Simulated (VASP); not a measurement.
# Ba (P6_3/mmc) in VASP: further runs

Ba is run at these levels: PBE; tasks: single point, relaxation of cell and atoms.

Program: VASP 6.6.1. These are calculated values, not measurements. Logs are shortened: lines on timing, memory, paths and dates and some standing lists are left out, and cuts for length are marked.

## (1) The cell of the first run

Symmetry: P6_3/mmc, No. 194, hexagonal system. The conventional cell has a = 4.491 Å, b = 4.491 Å, c = 22.008 Å, α = 90.00°, β = 90.00°, γ = 120.00°. Ba (site symmetry -6m2) has 12 Ba at 4.49 Å within 5.9 Å. Ba (site symmetry 3m) has 12 Ba at 4.49 Å within 5.9 Å.

This isn't the form of Ba at room conditions, which is bcc.

## (2) Single point, PBE

INCAR reads:

```
ALGO     = Fast           # electronic algorithm
EDIFF    = 1E-7           # SCF threshold, eV
ENCUT    = 520            # plane-wave cutoff, eV
GGA      = PE             # functional
ISIF     = 2              # what is computed and relaxed
ISMEAR   = 0              # smearing method
LASPH    = True           # aspherical terms in the spheres
LCHARG   = False          # write CHGCAR
LREAL    = False          # projectors in reciprocal space
LWAVE    = False          # write WAVECAR
NBANDS   = 39             # bands
NELM     = 60             # most SCF steps
PREC     = Accurate       # precision mode
SIGMA    = 0.1            # smearing width, eV
```

KPOINTS reads:

```
k-points
0
Gamma
  12 12 2
```

POSCAR reads:

```
Ba
1.0
    4.4909309223      0.0000000000      0.0000000000
   -2.2454654612      3.8892602654      0.0000000000
    0.0000000000      0.0000000000     22.0080865517
Ba
6
Direct
    0.0000000000      0.0000000000      0.0000000000
    0.3333333333      0.6666666667      0.1666102216
    0.6666666667      0.3333333333      0.3333897784
    0.0000000000      0.0000000000      0.5000000000
    0.6666666667      0.3333333333      0.6666102216
    0.3333333333      0.6666666667      0.8333897784
```

Potentials or basis: VASP PAW PBE potentials, release 64 (Ba_sv).

Command:

```console
$ cat potpaw_PBE.64/Ba_sv/POTCAR > POTCAR
$ mpirun -np 1 vasp_std > vasp.out
```

OUTCAR:

```text
EDIFF = 1E-7
   ENCUT = 520
   GGA = PE
   ISIF = 2
   ISMEAR = 0
   LASPH = True
   LREAL = False
   NELM = 60
   PREC = Accurate

 ion  position               nearest neighbor table
   1  0.000  0.000  0.000-   2 4.49   6 4.49   2 4.49   6 4.49   2 4.49   6 4.49
   2  0.333  0.667  0.167-   1 4.49   1 4.49   1 4.49   3 4.49   3 4.49   3 4.49
   3  0.667  0.333  0.333-   4 4.49   4 4.49   4 4.49   2 4.49   2 4.49   2 4.49
   4  0.000  0.000  0.500-   3 4.49   5 4.49   3 4.49   5 4.49   3 4.49   5 4.49
   5  0.667  0.333  0.667-   4 4.49   4 4.49   4 4.49   6 4.49   6 4.49   6 4.49
   6  0.333  0.667  0.833-   1 4.49   1 4.49   1 4.49   5 4.49   5 4.49   5 4.49

  LATTYP: Found a hexagonal cell.
 ALAT       =     4.4909309223
 C/A-ratio  =     4.9005622515

  Lattice vectors:

 A1 = (   4.4909309223,   0.0000000000,   0.0000000000)
 A2 = (  -2.2454654612,   3.8892602654,   0.0000000000)
 A3 = (   0.0000000000,   0.0000000000,  22.0080865517)

Analysis of symmetry for initial positions (statically):
=====================================================================
 Subroutine PRICEL returns:
 Original cell was already a primitive cell.

 Routine SETGRP: Setting up the symmetry group for a
 hexagonal supercell.

 Subroutine GETGRP returns: Found 24 space group operations
 (whereof 12 operations were pure point group operations)
 out of a pool of 24 trial point group operations.

The static configuration has the point symmetry D_3h.
 The point group associated with its full space group is D_6h.

Analysis of symmetry for dynamics (positions and initial velocities):
=====================================================================
 Subroutine PRICEL returns:
 Original cell was already a primitive cell.

 Routine SETGRP: Setting up the symmetry group for a
 hexagonal supercell.

 Subroutine GETGRP returns: Found 24 space group operations
 (whereof 12 operations were pure point group operations)
 out of a pool of 24 trial point group operations.

The dynamic configuration has the point symmetry D_3h.
 The point group associated with its full space group is D_6h.

 Subroutine INISYM returns: Found 24 space group operations
 (whereof 12 operations are pure point group operations),
 and found     1 'primitive' translations

----------------------------------------------------------------------------------------

                                     Primitive cell

  volume of cell :     384.4020

  direct lattice vectors                    reciprocal lattice vectors
     4.490930922  0.000000000  0.000000000     0.222670982  0.128559152  0.000000000
    -2.245465461  3.889260265  0.000000000     0.000000000  0.257118303  0.000000000
     0.000000000  0.000000000 22.008086552     0.000000000  0.000000000  0.045437844

  length of vectors
     4.490930922  4.490930922 22.008086552     0.257118303  0.257118303  0.045437844

  position of ions in fractional coordinates (direct lattice)
     0.000000000  0.000000000  0.000000000
     0.333333333  0.666666667  0.166610222
     0.666666667  0.333333333  0.333389778
     0.000000000  0.000000000  0.500000000
     0.666666667  0.333333333  0.666610222
     0.333333333  0.666666667  0.833389778

  ion indices of the primitive-cell ions
   primitive index   ion index
                 1           1
                 2           2
                 3           3
                 4           4
                 5           5
                 6           6

----------------------------------------------------------------------------------------

 KPOINTS: k-points

Automatic generation of k-mesh.
 Grid dimensions read from file:
 generate k-points for:   12   12    2

 Generating k-lattice:

  Cartesian coordinates                     Fractional coordinates (reciprocal lattice)
     0.018555915  0.010713263  0.000000000     0.083333333  0.000000000  0.000000000
     0.000000000  0.021426525  0.000000000     0.000000000  0.083333333  0.000000000
     0.000000000  0.000000000  0.022718922     0.000000000  0.000000000  0.500000000

  Length of vectors
     0.021426525  0.021426525  0.022718922

  Shift w.r.t. Gamma in fractional coordinates (k-lattice)
     0.000000000  0.000000000  0.000000000

 Subroutine IBZKPT returns following result:
 ===========================================

 Found     38 irreducible k-points:

 Following reciprocal coordinates:
            Coordinates               Weight
  0.000000  0.000000  0.000000      1.000000
  0.083333  0.000000  0.000000      6.000000
  0.166667  0.000000  0.000000      6.000000
  0.250000 -0.000000  0.000000      6.000000
  0.333333 -0.000000  0.000000      6.000000
  0.416667  0.000000  0.000000      6.000000
[... 16 lines left out ...]
  0.250000 -0.000000  0.500000      6.000000
  0.333333 -0.000000  0.500000      6.000000
 [... further k-points ...]
   k-points           NKPTS =     38   k-points in BZ     NKDIM =     38   number of bands    NBANDS=     39
   number of dos      NEDOS =    301   number of ions     NIONS =      6
   total plane-waves  NPLWV = 217728
   dimension x,y,z NGX =    36 NGY =   36 NGZ =  168
   dimension x,y,z NGXF=    72 NGYF=   72 NGZF=  336
   ions per type =               6
   NGX,Y,Z   is equivalent  to a cutoff of  13.33, 13.33, 12.69 a.u.
   NGXF,Y,Z  is equivalent  to a cutoff of  26.65, 26.65, 25.38 a.u.
 SYSTEM =  unknown system
   PREC   = accura    normal or accurate (medium, high low for compatibility)
   ISTART =      0    job   : 0-new  1-cont  2-samecut
   ICHARG =      2    charge: 1-file 2-atom 10-const
   ISPIN  =      1    spin polarized calculation?
   LNONCOLLINEAR =      F non collinear calculations
   LSORBIT =      F    spin-orbit coupling
   LASPH  =      T    aspherical Exc in radial PAW
   ENCUT  =  520.0 eV  38.22 Ry    6.18 a.u.   8.35  8.35 40.92*2*pi/ulx,y,z
   NELM   =     60;   NELMIN=  2; NELMDL= -5     # of ELM steps
   EDIFF  = 0.1E-06   stopping-criterion for ELM
   LREAL  =      F    real-space projection
   EDIFFG = 0.1E-05   stopping-criterion for IOM
   NSW    =      0    number of steps for IOM
   IBRION =     -1    ionic relax: 0-MD 1-quasi-New 2-CG
   NFREE  =      0    steps in history (QN), initial steepest desc. (CG)
   ISIF   =      2    stress and relaxation
   ISYM   =      2    0-nonsym 1-usesym 2-fastsym
   POTIM  = 0.5000    time-step for ionic-motion
   TEBEG  =    0.0;   TEEND  =   0.0 temperature during run
   PSTRESS=    0.0 pullay stress
   NELECT =      60.0000    total number of electrons
   NUPDOWN=      -1.0000    fix difference up-down
   EMIN   =  10.00;   EMAX   =-10.00  energy-range for DOS
   EFERMI =   0.00;   METHOD = LEGACY
   ISMEAR =     0;   SIGMA  =   0.10  broadening in eV -4-tet -1-fermi 0-gaus
   EFERMI_NEDOS =   21; number of points for ismear=-14 and -15
   IALGO  =     68    algorithm
   IMIX   =      4    mixing-type and parameters
     AMIX     =   0.40;   BMIX     =  1.00
     AMIX_MAG =   1.60;   BMIX_MAG =  1.00
  volume/ion in A,a.u.               =      64.07       432.35
  Fermi-wavevector in a.u.,A,eV,Ry     =   0.881448  1.665695 10.571054  0.776951
  Thomas-Fermi vector in A             =   2.001945
   LORBIT       =      0    0 simple, 1 ext, 2 COOP (PROOUT), +10 PAW based schemes
   GGA     = PE    functional components
   LHFCALC =     F    Hartree Fock is set to
   AEXX    =    0.0000 exact exchange contribution
   IVDW    =     0    specifies the selected vdW correction
   LEPSILON=     F    determine dielectric tensor
   LRPA    =     F    only Hartree local field effects (RPA)
 non-spin polarized calculation
 RMM-DIIS sequential band-by-band and
 Gauss-broadening in eV      SIGMA  =   0.10
  energy-cutoff  :      520.00
  volume of cell :      384.40
 maximum number of plane-waves:     10431
 NGX is ok and might be reduce to    36

 number of electron      60.0000001 magnetization

 Free energy of the ion-electron system (eV)
  ---------------------------------------------------
  ext. energy  EPLUGINS =         0.00000000
  ---------------------------------------------------
  free energy    TOTEN  =       -11.36649092 eV

  energy without entropy =      -11.31515701  energy(sigma->0) =      -11.34082396

 E-fermi :   1.6482     XC(G=0):  -7.3546

 val. band max:        1.6473589509   @ k =   0.3333   0.3333   0.0000
 cond. band min:       1.6534141239   @ k =   0.3333   0.3333   0.0000
 fundamental gap:      0.0060551730
 Fermi energy:         1.6482401304

 k-point     1 :       0.0000    0.0000    0.0000
  band No.  band energies     occupation
      1     -27.3017      2.00000
      2     -27.2939      2.00000
      3     -27.2908      2.00000
      4     -27.2754      2.00000
      5     -27.2717      2.00000
      6     -27.2641      2.00000
[... 31 lines left out ...]
     38       3.3559      0.00000
     39       3.3908      0.00000

 k-point     2 :       0.0833    0.0000    0.0000
  band No.  band energies     occupation
      1     -27.2995      2.00000
      2     -27.2920      2.00000
      3     -27.2889      2.00000
      4     -27.2740      2.00000
      5     -27.2703      2.00000
      6     -27.2630      2.00000
[... 31 lines left out ...]
     38       3.2896      0.00000
     39       3.3091      0.00000

 k-point     3 :       0.1667    0.0000    0.0000
  band No.  band energies     occupation
      1     -27.2933      2.00000
      2     -27.2866      2.00000
      3     -27.2836      2.00000
      4     -27.2703      2.00000
      5     -27.2666      2.00000
      6     -27.2601      2.00000
[... 31 lines left out ...]
     38       2.9205      0.00000
     39       3.1853      0.00000

 k-point     4 :       0.2500   -0.0000    0.0000
  band No.  band energies     occupation
      1     -27.2847      2.00000
      2     -27.2792      2.00000
      3     -27.2762      2.00000
      4     -27.2654      2.00000
      5     -27.2617      2.00000
      6     -27.2564      2.00000
[... 31 lines left out ...]
     38       2.6827      0.00000
     39       2.9835      0.00000
[... 754 lines left out ...]
     38       2.8729      0.00000
     39       3.2439      0.00000

 k-point    23 :       0.2500   -0.0000    0.5000
  band No.  band energies     occupation
      1     -27.2829      2.00000
      2     -27.2829      2.00000
      3     -27.2707      2.00000
      4     -27.2707      2.00000
      5     -27.2582      2.00000
      6     -27.2582      2.00000
[... 31 lines left out ...]
     38       2.7030      0.00000
     39       3.0451      0.00000

 k-point    24 :       0.3333   -0.0000    0.5000
  band No.  band energies     occupation
      1     -27.2740      2.00000
      2     -27.2740      2.00000
      3     -27.2645      2.00000
      4     -27.2645      2.00000
      5     -27.2546      2.00000
      6     -27.2546      2.00000
[... 31 lines left out ...]
     38       2.7690      0.00000
     39       3.0529      0.00000

 [... further k-points ...]
[... 5 lines left out ...]
  --------------------------------------------------------------------------------------
  -------------------------------------------------------------------------------------
  Total        0.1003549      0.1003549      0.1194392     -0.0000000      0.0000000      0.0000000
  in kB        0.4182765      0.4182765      0.4978193     -0.0000000      0.0000000      0.0000000
  external PRESSURE =       0.4447908 kB  Pullay stress =       0.0000000 kB

 VOLUME and BASIS-vectors are now :
 -----------------------------------------------------------------------------
  energy-cutoff  :      520.00
  volume of cell :      384.40
      direct lattice vectors                 reciprocal lattice vectors
     4.490930922  0.000000000  0.000000000     0.222670982  0.128559152  0.000000000
    -2.245465461  3.889260265  0.000000000     0.000000000  0.257118303  0.000000000
     0.000000000  0.000000000 22.008086552     0.000000000  0.000000000  0.045437844

 POSITION                                       TOTAL-FORCE (eV/Angst)
 -----------------------------------------------------------------------------------
      0.00000      0.00000      0.00000        -0.000000      0.000000     -0.000000
     -0.00000      2.59284      3.66677        -0.000000      0.000000     -0.004091
      2.24547      1.29642      7.33727        -0.000000     -0.000000      0.004091
      0.00000      0.00000     11.00404        -0.000000      0.000000     -0.000000
      2.24547      1.29642     14.67082         0.000000     -0.000000     -0.004091
     -0.00000      2.59284     18.34131         0.000000      0.000000      0.004091
 -----------------------------------------------------------------------------------
    total drift:                                0.000000     -0.000000      0.000000

  FREE ENERGIE OF THE ION-ELECTRON SYSTEM (eV)
  ---------------------------------------------------
  free  energy   TOTEN  =       -11.3664909162 eV

  energy  without entropy=      -11.3151570102  energy(sigma->0) =      -11.34082396
```

It took 41 min on 1 thread of Intel Xeon 8259CL, shared host; peak memory 0.75 GiB.

Results:

| Item | Value |
| --- | --- |
| Free energy | -11.3665 eV |
| Pressure | 0.0 GPa |
| Largest force | 0.004 eV/Å |
| Band gap on the k mesh | zero (bands 30 and 31 overlap by 0.22 eV) |

Forces in eV/Å, atoms in the order of the input:
```
Ba   0.000  0.000  0.000
Ba   0.000  0.000 -0.004
Ba   0.000  0.000  0.004
Ba   0.000  0.000  0.000
Ba   0.000  0.000 -0.004
Ba   0.000  0.000  0.004
```

Levels at points of the mesh, in eV from the Fermi level:
```
           k point  band 26  band 27  band 28  band 29  band 30  band 31  band 32  band 33  band 34  band 35
(0.00, 0.00, 0.00)    -2.35    -2.34    -1.38    -1.38    -0.98     0.81     0.83     0.99     1.26     1.27
(0.50, 0.00, 0.00)    -0.79    -0.78    -0.70    -0.54    -0.40    -0.10     0.02     0.09     0.44     0.52
(0.00, 0.00, 0.50)    -2.68    -1.86    -1.86    -1.07    -1.07     0.90     0.90     0.96     0.96     1.59
(0.50, 0.00, 0.50)    -0.90    -0.67    -0.67    -0.51    -0.51    -0.06    -0.06     0.25     0.25     0.80
```

Caveat: spin-orbit coupling is left out, which moves the levels of the heavy elements.

## (3) Relaxation of cell and atoms, PBE

This run uses another cell than the first one: it holds 4 atoms, not 6.

INCAR reads:

```
PREC = Accurate ; ENCUT = 600
EDIFF = 1E-6 ; ISMEAR = 0
SIGMA = 0.1 ; LREAL = F
LASPH = T ; NELM = 100
ALGO = Fast ; ISIF = 3
LWAVE = F ; LCHARG = F
GGA = PE ; IBRION = 2
NSW = 65 ; EDIFFG = -0.01
```

KPOINTS reads:

```
Automatic mesh
0
Gamma
  12 12 3
```

POSCAR reads:

```
Ba
1.0
    4.4685400262      0.0000000000      0.0000000000
   -2.2342700131      3.8698691805      0.0000000000
    0.0000000000      0.0000000000     14.6911431811
Ba
4
Direct
    0.0000000000      0.0000000000      0.0000000000
    0.3333333333      0.6666666667      0.2500000000
    0.0000000000      0.0000000000      0.5000000000
    0.6666666667      0.3333333333      0.7500000000
```

Potentials or basis: VASP PAW PBE potentials, release 64 (Ba_sv).

Command:

```console
$ cat potpaw_PBE.64/Ba_sv/POTCAR > POTCAR
$ mpirun -np 1 vasp_std > vasp.out
```

It took 32 min on 1 thread of Intel Xeon 8259CL, shared host; peak memory 0.56 GiB.

Results (log left out):

```
Free energy                           : -7.5803 eV
Relaxed volume                        : 64.31 Å³/atom
Relaxed cell                          : a = 4.495 Å, b = 4.495 Å, c = 14.703 Å, α = 90.00°, β = 90.00°, γ = 120.00°
Space group after relaxing (to 0.1 Å) : P6_3/mmc (No. 194)
Energy gained by relaxing             : 0.4 meV/atom
Ionic steps                           : 3
Pressure after relaxing               : 0.0 GPa
Band gap on the k mesh                : zero (bands 20 and 21 overlap by 0.13 eV)
```

Step by step:
```csv
step,energy change (eV),largest force (eV/Å),pressure (GPa),volume (Å³)
1,0.0000,0.0000,0.12,254.05
2,-0.0013,0.0000,0.06,255.75
3,-0.0017,0.0000,0.01,257.23
```

Final structure:
```
Ba
1.0
     4.49459    0.00000    0.00000
    -2.24730    3.89243    0.00000
     0.00000    0.00000   14.70336
Ba
4
Direct
  0.00000 0.00000 0.00000
  0.33333 0.66667 0.25000
  0.00000 0.00000 0.50000
  0.66667 0.33333 0.75000
```

Levels at points of the mesh, in eV from the Fermi level:
```csv
k point,band 18,band 19,band 20,band 21,band 22,band 23
"(0.00, 0.00, 0.00)",-1.87,-1.86,-0.98,0.94,0.97,0.97
"(0.50, 0.00, 0.00)",-0.86,-0.51,-0.43,0.08,0.09,0.23
```

Caveat: spin-orbit coupling is left out, which moves the levels of the heavy elements.

(Part 1 of 2 ends here.)

The gap in the log of VASP goes by the Fermi energy; the results here count the filled bands.